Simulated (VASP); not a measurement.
A run of VASP 6.6.1 is set up as follows.

Contents of INCAR:

```
PREC     = Accurate       # precision mode
ENCUT    = 520            # plane-wave cutoff, eV
EDIFF    = 1E-6           # SCF threshold, eV
ISMEAR   = 1              # smearing method
SIGMA    = 0.05           # smearing width, eV
LREAL    = F              # projectors in reciprocal space
LASPH    = T              # aspherical terms in the spheres
NELM     = 150            # most SCF steps
ALGO     = Normal         # electronic algorithm
ISIF     = 2              # what is computed and relaxed
LWAVE    = F              # write WAVECAR
LCHARG   = F              # write CHGCAR
ISPIN    = 2              # spin polarisation
MAGMOM   = 0.5 -0.5       # initial moments
LORBIT   = 11             # projections on sites
GGA      = B5             # functional
ALDAX    = 1.0          
AGGAX    = 1.0          
AGGAC    = 1.0          
ALDAC    = 0.0          
NBANDS   = 25             # bands
```

KPOINTS

```
Automatic mesh
0
Gamma
  8 8 8
```

POSCAR

```
Ge
1.0
    0.0000000000      2.8661367691      2.8661367691
    2.8661367691      0.0000000000      2.8661367691
    2.8661367691      2.8661367691      0.0000000000
Ge
2
Direct
    0.7500000000      0.7500000000      0.7500000000
    0.5000000000      0.5000000000      0.5000000000
```

Potentials or basis: VASP PAW PBE potentials, release 64 (Ge_d).

Run with:

```console
$ cat potpaw_PBE.64/Ge_d/POTCAR > POTCAR
$ mpirun -np 1 vasp_std > vasp.out
```

(1) Predict the band gap on the k mesh.

(2) Predict the net moment.

(3) Predict the pressure.

Answers

(1) zero (filled and empty bands touch).

(2) 0.00 μB per cell.

(3) 4.6 GPa.

Caveat: the cell stands under pressure; semilocal functionals underestimate gaps, and a narrow one can read as zero; the PAW data sets were made with another functional, which shifts forces and pressure a little.
